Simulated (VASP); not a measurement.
Set up this calculation in VASP 6.6.1, as the native input.

* Task: single point
* Functional: PBE
* Potentials or basis: VASP PAW PBE potentials, release 64 (Cd, Hg, S)
* Cutoff: 520 eV
* k mesh: 10 × 10 × 4
* Occupations: fermi-dirac, width 0.15 eV
* Spin: no spin polarisation
* Dipole correction: no
* Further INCAR settings: ALGO = Normal; EDIFF = 1e-06; NBANDS = 46

The structure of CdHg3S4 lies in POSCAR:

```
CdHg3S4
1.0
    4.2285693765      0.0000000000      0.0000000000
    0.0000000000      4.2285693765      0.0000000000
    0.0000000000      0.0000000000     11.9344940987
Cd Hg S
1 3 4
Direct
    0.5000000000      0.5000000000      0.0000000000
    0.0000000000      0.0000000000      0.7516807121
    0.0000000000      0.0000000000      0.2483192879
    0.5000000000      0.5000000000      0.5000000000
    0.5000000000      0.0000000000      0.1223380451
    0.0000000000      0.5000000000      0.3741771249
    0.5000000000      0.0000000000      0.6258228751
    0.0000000000      0.5000000000      0.8776619549
```

The input as run:

INCAR

```
SYSTEM = CdHg3S4
  PREC = Accurate
  ENCUT = 520
  EDIFF = 1E-6
  ISMEAR = -1
  SIGMA = 0.15
  LREAL = .False.
  LASPH = .True.
  NELM = 80
  ALGO = Normal
  ISIF = 2
  LWAVE = .False.
  LCHARG = .False.
  GGA = PE
  NBANDS = 46
```

KPOINTS

```
regular mesh
0
Gamma
  10 10 4
  0 0 0
```

Potentials or basis: VASP PAW PBE potentials, release 64 (Cd, Hg, S).

Run with:

```console
$ cat potpaw_PBE.64/Cd/POTCAR potpaw_PBE.64/Hg/POTCAR potpaw_PBE.64/S/POTCAR > POTCAR
$ mpirun -np 1 vasp_std > vasp.out
```

It gave:

```yaml
Pressure: 0.2 GPa
Band_gap_on_the_k_mesh: zero (filled and empty bands touch)
```

Caveat: spin-orbit coupling is left out, which moves the levels of the heavy elements.

It took 4.9 min on 1 thread of Intel(R) Xeon(R) 6975P-C (Granite Rapids) (shared host), peak memory 0.64 GiB.
